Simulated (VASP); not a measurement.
# BaFe2Se2O (Pmmn) in VASP: single point with PBE+U

Aim: the single point of BaFe2Se2O with PBE+U.

All numbers are computed with VASP 6.6.1; they aren't measurements. Logs are shortened: lines on timing, memory, paths and dates and some standing lists are left out, and cuts for length are marked.

## Step 1: The cell of the first run

Symmetry: Pmmn, No. 59, orthorhombic system. Conventional cell: a = 4.133 Å, b = 9.852 Å, c = 6.719 Å, α = 90.00°, β = 90.00°, γ = 90.00°. Within 3.5 Å of Ba (site symmetry mm2) lie 2 O at 2.65 Å and 6 Se at 3.35 to 3.40 Å. Fe (site symmetry m) has 1 O at 1.88 Å and 3 Se at 2.47 to 2.55 Å within 2.6 Å. Within 2.5 Å of O (site symmetry mm2) lie 2 Fe at 1.88 Å. Se (site symmetry m) has 3 Fe at 2.47 to 2.55 Å and 3 Ba at 3.35 to 3.40 Å and 2 O at 3.55 Å within 3.6 Å.

## Step 2: Single point, PBE+U, collinear spin, ferromagnetic start

Input file INCAR:

```
PREC     = Accurate       # precision mode
ENCUT    = 520            # plane-wave cutoff, eV
EDIFF    = 1E-6           # SCF threshold, eV
ISMEAR   = 0              # smearing method
SIGMA    = 0.05           # smearing width, eV
LREAL    = False          # projectors in reciprocal space
LASPH    = True           # aspherical terms in the spheres
NELM     = 150            # most SCF steps
ALGO     = Normal         # electronic algorithm
ISIF     = 2              # what is computed and relaxed
LWAVE    = False          # write WAVECAR
LCHARG   = False          # write CHGCAR
ISPIN    = 2              # spin polarisation
MAGMOM   = 0 0 4 4 4 4 0 0 0 0 0 0 # initial moments
LORBIT   = 11             # projections on sites
LMAXMIX  = 4              # l up to which the mixer works
LDAU     = True           # DFT+U
LDAUTYPE = 2            
LDAUL    = -1 2 -1 -1     # shell
LDAUU    = 0 4 0 0        # U, eV
LDAUJ    = 0 0 0 0      
LDAUPRINT= 1            
GGA      = PE             # functional
NBANDS   = 60             # bands
```

Input file KPOINTS:

```
regular mesh
0
Gamma
  4 2 2
```

Input file POSCAR:

```
BaFe2Se2O
1.0
    4.1332000000      0.0000000000      0.0000000000
    0.0000000000      9.8518000000      0.0000000000
    0.0000000000      0.0000000000      6.7188000000
Ba Fe O Se
2 4 2 4
Direct
    0.0000000000      0.5000000000      0.5095300000
    0.5000000000      0.0000000000      0.4904700000
    0.5000000000      0.3358000000      0.1211000000
    0.0000000000      0.1642000000      0.8789000000
    0.5000000000      0.6642000000      0.1211000000
    0.0000000000      0.8358000000      0.8789000000
    0.5000000000      0.5000000000      0.2628000000
    0.0000000000      0.0000000000      0.7372000000
    0.0000000000      0.2073400000      0.2411300000
    0.5000000000      0.2926600000      0.7588700000
    0.0000000000      0.7926600000      0.2411300000
    0.5000000000      0.7073400000      0.7588700000
```

Potentials or basis: VASP PAW PBE potentials, release 64 (Ba_sv, Fe, O, Se).

The run is started by

```
$ cat potpaw_PBE.64/Ba_sv/POTCAR potpaw_PBE.64/Fe/POTCAR potpaw_PBE.64/O/POTCAR potpaw_PBE.64/Se/POTCAR > POTCAR
$ mpirun -np 1 vasp_std > vasp.out
```

OUTCAR:

```text
PREC = Accurate
   ENCUT = 520
   EDIFF = 1E-6
   ISMEAR = 0
   LREAL = False
   LASPH = True
   NELM = 150
   ISIF = 2
   ISPIN = 2
   LORBIT = 11
   GGA = PE

 ion  position               nearest neighbor table
   1  0.000  0.500  0.510-   7 2.65   7 2.65  12 3.35  10 3.35  10 3.35  12 3.35   9 3.40  11 3.40
                             5 3.70   5 3.70   3 3.70   3 3.70
   2  0.500  0.000  0.490-   8 2.65   8 2.65  11 3.35   9 3.35   9 3.35  11 3.35  12 3.40  10 3.40
                             6 3.70   6 3.70   4 3.70   4 3.70
   3  0.500  0.336  0.121-   7 1.88  10 2.47   9 2.55   9 2.55   1 3.70   1 3.70
   4  0.000  0.164  0.879-   8 1.88   9 2.47  10 2.55  10 2.55   2 3.70   2 3.70
   5  0.500  0.664  0.121-   7 1.88  12 2.47  11 2.55  11 2.55   1 3.70   1 3.70
   6  0.000  0.836  0.879-   8 1.88  11 2.47  12 2.55  12 2.55   2 3.70   2 3.70
   7  0.500  0.500  0.263-   3 1.88   5 1.88   1 2.65   1 2.65
   8  0.000  0.000  0.737-   4 1.88   6 1.88   2 2.65   2 2.65
   9  0.000  0.207  0.241-   4 2.47   3 2.55   3 2.55   2 3.35   2 3.35   1 3.40
  10  0.500  0.293  0.759-   3 2.47   4 2.55   4 2.55   1 3.35   1 3.35   2 3.40
  11  0.000  0.793  0.241-   6 2.47   5 2.55   5 2.55   2 3.35   2 3.35   1 3.40
  12  0.500  0.707  0.759-   5 2.47   6 2.55   6 2.55   1 3.35   1 3.35   2 3.40

  LATTYP: Found a simple orthorhombic cell.
 ALAT       =     4.1332000000
 B/A-ratio  =     1.6255685667
 C/A-ratio  =     2.3835768896

  Lattice vectors:

 A1 = (  -4.1332000000,   0.0000000000,   0.0000000000)
 A2 = (   0.0000000000,   0.0000000000,   6.7188000000)
 A3 = (   0.0000000000,   9.8518000000,   0.0000000000)

Analysis of symmetry for initial positions (statically):
=====================================================================
 Subroutine PRICEL returns:
 Original cell was already a primitive cell.

 Routine SETGRP: Setting up the symmetry group for a
 simple orthorhombic supercell.

 Subroutine GETGRP returns: Found  8 space group operations
 (whereof  4 operations were pure point group operations)
 out of a pool of  8 trial point group operations.

The static configuration has the point symmetry C_2v.
 The point group associated with its full space group is D_2h.

Analysis of symmetry for dynamics (positions and initial velocities):
=====================================================================
 Subroutine PRICEL returns:
 Original cell was already a primitive cell.

 Routine SETGRP: Setting up the symmetry group for a
 simple orthorhombic supercell.

 Subroutine GETGRP returns: Found  8 space group operations
 (whereof  4 operations were pure point group operations)
 out of a pool of  8 trial point group operations.

The dynamic configuration has the point symmetry C_2v.
 The point group associated with its full space group is D_2h.

Analysis of structural, dynamic, and magnetic symmetry:
=====================================================================
 Subroutine PRICEL returns:
 Original cell was already a primitive cell.

 Routine SETGRP: Setting up the symmetry group for a
 simple orthorhombic supercell.

 Subroutine GETGRP returns: Found  8 space group operations
 (whereof  4 operations were pure point group operations)
 out of a pool of  8 trial point group operations.

The overall configuration has the point symmetry C_2v.
 The point group associated with its full space group is D_2h.

 Subroutine INISYM returns: Found  8 space group operations
 (whereof  4 operations are pure point group operations),
 and found     1 'primitive' translations

----------------------------------------------------------------------------------------

                                     Primitive cell

  volume of cell :     273.5859

  direct lattice vectors                    reciprocal lattice vectors
     4.133200000  0.000000000  0.000000000     0.241943288  0.000000000  0.000000000
[... 130 lines left out ...]
  energy-cutoff  :      520.00
  volume of cell :      273.59
 maximum number of plane-waves:      7388
 NGX is ok and might be reduce to    32
   NGX = 15   NGY = 37   NGZ = 25

atom =   3  type =  2  l = 2

 onsite density matrix

spin component  1
[... 116 lines left out ...]
  o =  0.0306  v =  0.0000  0.0000  0.0000  0.0000  0.0000 -0.0000 -0.5983 -0.3554  0.0000  0.7182      0.0000  0.0000  0.0000  0.0000  0.0000  0.0000  0.0000  0.0000  0.0000  0.0000
  o =  0.0826  v =  0.0000  0.0000  0.0000  0.0000  0.0000  0.9783  0.0000 -0.0000 -0.2070  0.0000      0.0000  0.0000  0.0000  0.0000  0.0000  0.0000  0.0000  0.0000  0.0000  0.0000
  o =  0.0894  v =  0.0000  0.0000  0.0000  0.0000  0.0000  0.0000 -0.2507  0.9343 -0.0000  0.2535      0.0000  0.0000  0.0000  0.0000  0.0000  0.0000  0.0000  0.0000  0.0000  0.0000
  o =  0.1583  v =  0.0000  0.0000  0.0000  0.0000  0.0000 -0.0000  0.7611  0.0284  0.0000  0.6481      0.0000  0.0000  0.0000  0.0000  0.0000  0.0000  0.0000  0.0000  0.0000  0.0000
  o =  0.9125  v =  0.0000  0.0000  0.0000  0.0000  0.0000 -0.2070 -0.0000  0.0000 -0.9783 -0.0000      0.0000  0.0000  0.0000  0.0000  0.0000  0.0000  0.0000  0.0000  0.0000  0.0000
  o =  0.9556  v =  0.1296  0.0000  0.0000  0.9916 -0.0000  0.0000  0.0000  0.0000  0.0000  0.0000      0.0000  0.0000  0.0000  0.0000  0.0000  0.0000  0.0000  0.0000  0.0000  0.0000
  o =  0.9559  v =  0.0000  0.5771  0.4395 -0.0000 -0.6883  0.0000  0.0000  0.0000  0.0000  0.0000      0.0000  0.0000  0.0000  0.0000  0.0000  0.0000  0.0000  0.0000  0.0000  0.0000
  o =  0.9742  v = -0.9916  0.0000  0.0000  0.1296 -0.0000  0.0000  0.0000  0.0000  0.0000  0.0000      0.0000  0.0000  0.0000  0.0000  0.0000  0.0000  0.0000  0.0000  0.0000  0.0000
  o =  0.9752  v =  0.0000  0.0093  0.8392 -0.0000  0.5437  0.0000  0.0000  0.0000  0.0000  0.0000      0.0000  0.0000  0.0000  0.0000  0.0000  0.0000  0.0000  0.0000  0.0000  0.0000
  o =  0.9828  v =  0.0000 -0.8166  0.3202 -0.0000 -0.4802  0.0000  0.0000  0.0000  0.0000  0.0000      0.0000  0.0000  0.0000  0.0000  0.0000  0.0000  0.0000  0.0000  0.0000  0.0000

 number of electron      87.9999992 magnetization      15.9999705

 Free energy of the ion-electron system (eV)
  ---------------------------------------------------
  ext. energy  EPLUGINS =         0.00000000
  ---------------------------------------------------
  free energy    TOTEN  =       -66.37931586 eV

  energy without entropy =      -66.37931586  energy(sigma->0) =      -66.37931586

 E-fermi :   3.4096     XC(G=0):  -9.2865

 val. band max:        3.1659083268   @ k =   0.0000   0.0000   0.0000
 cond. band min:       3.9669070421   @ k =   0.0000   0.0000   0.0000
 fundamental gap:      0.8009987153
 Fermi energy:         3.4095762691

 spin component 1

 k-point     1 :       0.0000    0.0000    0.0000
  band No.  band energies     occupation
      1     -24.2718      1.00000
      2     -24.2670      1.00000
      3     -15.5195      1.00000
      4     -15.5154      1.00000
      5     -10.6732      1.00000
      6     -10.1686      1.00000
[... 697 lines left out ...]
     55       7.1789      0.00000
     56       7.1789      0.00000
 Fermi energy:         3.4095762691

 spin component 2

 k-point     1 :       0.0000    0.0000    0.0000
  band No.  band energies     occupation
      1     -24.2569      1.00000
      2     -24.2522      1.00000
      3     -15.0789      1.00000
      4     -15.0762      1.00000
      5     -10.5711      1.00000
      6     -10.0320      1.00000
[... 697 lines left out ...]
     55       7.7082      0.00000
     56       7.7082      0.00000
 [bands above 56 left out]

------------------------ aborting loop because EDIFF is reached ----------------------------------------

  FORCE on cell =-STRESS in cart. coord.  units (eV):
  Direction    XX          YY          ZZ          XY          YZ          ZX
  --------------------------------------------------------------------------------------
  -------------------------------------------------------------------------------------
  Total        7.3493866      9.4417693      8.4122372      0.0000000      0.0000000      0.0000000
  in kB       43.0395732     55.2930117     49.2638524      0.0000000      0.0000000      0.0000000
  external PRESSURE =      49.1988124 kB  Pullay stress =       0.0000000 kB

 VOLUME and BASIS-vectors are now :
 -----------------------------------------------------------------------------
  energy-cutoff  :      520.00
  volume of cell :      273.59
      direct lattice vectors                 reciprocal lattice vectors
     4.133200000  0.000000000  0.000000000     0.241943288  0.000000000  0.000000000
     0.000000000  9.851800000  0.000000000     0.000000000  0.101504294  0.000000000
     0.000000000  0.000000000  6.718800000     0.000000000  0.000000000  0.148836102

 POSITION                                       TOTAL-FORCE (eV/Angst)
 -----------------------------------------------------------------------------------
      0.00000      4.92590      3.42343         0.000000      0.000000      0.078487
      2.06660      0.00000      3.29537         0.000000      0.000000     -0.078487
      2.06660      3.30823      0.81365         0.000000     -0.421768      0.262918
      0.00000      1.61767      5.90515         0.000000      0.421768     -0.262918
      2.06660      6.54357      0.81365         0.000000      0.421768      0.262918
      0.00000      8.23413      5.90515         0.000000     -0.421768     -0.262918
      2.06660      4.92590      1.76570         0.000000      0.000000      0.181341
      0.00000      0.00000      4.95310         0.000000      0.000000     -0.181341
      0.00000      2.04267      1.62010         0.000000     -0.200056      0.377106
      2.06660      2.88323      5.09870         0.000000      0.200056     -0.377106
      0.00000      7.80913      1.62010         0.000000      0.200056      0.377106
      2.06660      6.96857      5.09870        -0.000000     -0.200056     -0.377106
 -----------------------------------------------------------------------------------
    total drift:                                0.000000      0.000000      0.000000

  FREE ENERGIE OF THE ION-ELECTRON SYSTEM (eV)
  ---------------------------------------------------
  free  energy   TOTEN  =       -66.3793158625 eV

  energy  without entropy=      -66.3793158625  energy(sigma->0) =      -66.37931586

 total charge

# of ion       s       p       d       tot
------------------------------------------
    1        2.007   5.618   0.294   7.918
    2        2.007   5.618   0.294   7.918
    3        0.364   0.410   6.095   6.869
    4        0.364   0.410   6.095   6.869
    5        0.364   0.410   6.095   6.869
    6        0.364   0.410   6.095   6.869
    7        1.559   3.483   0.000   5.042
    8        1.559   3.483   0.000   5.042
    9        1.436   2.470   0.023   3.929
   10        1.436   2.470   0.023   3.929
   11        1.436   2.470   0.023   3.929
   12        1.436   2.470   0.023   3.929
--------------------------------------------------
tot         14.332  29.719  25.060  69.111

 magnetization (x)

# of ion       s       p       d       tot
------------------------------------------
    1        0.003   0.004   0.017   0.023
    2        0.003   0.004   0.017   0.023
    3        0.037   0.047   3.566   3.649
    4        0.037   0.047   3.566   3.649
    5        0.037   0.047   3.566   3.649
    6        0.037   0.047   3.566   3.649
    7        0.005   0.153   0.000   0.158
    8        0.005   0.153   0.000   0.158
    9        0.006   0.067   0.004   0.077
   10        0.006   0.067   0.004   0.077
   11        0.006   0.067   0.004   0.077
   12        0.006   0.067   0.004   0.077
--------------------------------------------------
tot          0.187   0.768  14.310  15.265
```

It took 9.4 min on 1 thread of Intel Xeon Platinum 8488C (Sapphire Rapids), shared host; peak memory 0.64 GiB.

Results:

| Quantity | Value |
| --- | --- |
| Free energy | -66.3793 eV |
| Pressure | 4.9 GPa |
| Largest force | 0.497 eV/Å |
| Band gap on the k mesh | 0.80 eV |
| Net moment | 16.00 μB per cell |
| Site moments | Ba +0.02; Fe +3.65; O +0.16; Se +0.08 μB |
| Valence electrons inside the program's atomic spheres | Ba 7.92; Fe 6.87; O 5.04; Se 3.93 |

Forces in eV/Å, atoms in the order of the input:
```
Ba   0.000  0.000  0.078
Ba   0.000  0.000 -0.078
Fe   0.000 -0.422  0.263
Fe   0.000  0.422 -0.263
Fe   0.000  0.422  0.263
Fe   0.000 -0.422 -0.263
O    0.000  0.000  0.181
O    0.000  0.000 -0.181
Se   0.000 -0.200  0.377
Se   0.000  0.200 -0.377
Se   0.000  0.200  0.377
Se   0.000 -0.200 -0.377
```

Stress tensor (GPa, compression positive):
```
4.30 0.00 0.00
0.00 5.53 0.00
0.00 0.00 4.93
```

Levels at points of the mesh, in eV from the valence-band top:
Spin up:
| k point | band 50 | band 51 | band 52 | band 53 | band 54 | band 55 |
| --- | --- | --- | --- | --- | --- | --- |
| (0.00, 0.00, 0.00) | -0.64 | -0.54 | -0.49 | 1.56 | 2.20 | 2.87 |
| (0.50, 0.00, 0.00) | -1.81 | -1.50 | -1.50 | 2.68 | 2.68 | 3.86 |
| (0.00, 0.50, 0.00) | -0.75 | -0.59 | -0.59 | 2.34 | 2.34 | 2.47 |
| (0.50, 0.50, 0.00) | -1.77 | -1.28 | -1.28 | 3.14 | 3.14 | 3.42 |
| (0.00, 0.00, 0.50) | -0.99 | -0.83 | -0.83 | 1.99 | 2.77 | 2.95 |
| (0.50, 0.00, 0.50) | -1.43 | -1.42 | -1.42 | 2.95 | 2.95 | 3.20 |
| (0.00, 0.50, 0.50) | -1.13 | -0.92 | -0.92 | 2.44 | 2.44 | 2.90 |
| (0.50, 0.50, 0.50) | -1.60 | -1.41 | -1.41 | 2.68 | 2.68 | 4.01 |
Spin down:
| k point | band 33 | band 34 | band 35 | band 36 | band 37 | band 38 | band 39 | band 40 |
| --- | --- | --- | --- | --- | --- | --- | --- | --- |
| (0.00, 0.00, 0.00) | -1.96 | -1.85 | -0.03 | 0.00 | 0.80 | 0.98 | 1.39 | 1.56 |
| (0.50, 0.00, 0.00) | -1.54 | -1.54 | -1.30 | -1.30 | 1.25 | 1.25 | 1.47 | 1.47 |
| (0.00, 0.50, 0.00) | -1.90 | -1.90 | -0.02 | -0.02 | 1.17 | 1.17 | 1.30 | 1.30 |
| (0.50, 0.50, 0.00) | -1.49 | -1.49 | -1.34 | -1.34 | 1.26 | 1.26 | 1.37 | 1.37 |
| (0.00, 0.00, 0.50) | -1.91 | -1.87 | -0.19 | -0.01 | 0.84 | 1.21 | 1.44 | 1.51 |
| (0.50, 0.00, 0.50) | -1.74 | -1.74 | -1.34 | -1.34 | 1.19 | 1.19 | 1.44 | 1.44 |
| (0.00, 0.50, 0.50) | -1.94 | -1.94 | -0.10 | -0.10 | 0.91 | 0.91 | 1.39 | 1.39 |
| (0.50, 0.50, 0.50) | -1.60 | -1.60 | -1.56 | -1.56 | 1.14 | 1.14 | 1.46 | 1.46 |

Eigenvalues of the final occupation matrices:
| site | spin | trace | eigenvalues |
| --- | --- | --- | --- |
| site 3 d | 1 | 4.84 | 0.96 0.96 0.97 0.98 0.98 |
| site 3 d | 2 | 1.27 | 0.03 0.08 0.09 0.16 0.91 |
| site 4 d | 1 | 4.84 | 0.96 0.96 0.97 0.98 0.98 |
| site 4 d | 2 | 1.27 | 0.03 0.08 0.09 0.16 0.91 |
| site 5 d | 1 | 4.84 | 0.96 0.96 0.97 0.98 0.98 |
| site 5 d | 2 | 1.27 | 0.03 0.08 0.09 0.16 0.91 |
| site 6 d | 1 | 4.84 | 0.96 0.96 0.97 0.98 0.98 |
| site 6 d | 2 | 1.27 | 0.03 0.08 0.09 0.16 0.91 |

Caveat: the k points lie up to 0.47 Å⁻¹ apart; spin-orbit coupling is left out, which moves the levels of the heavy elements; the run started ferromagnetic, and an antiferromagnetic order may lie lower in energy.
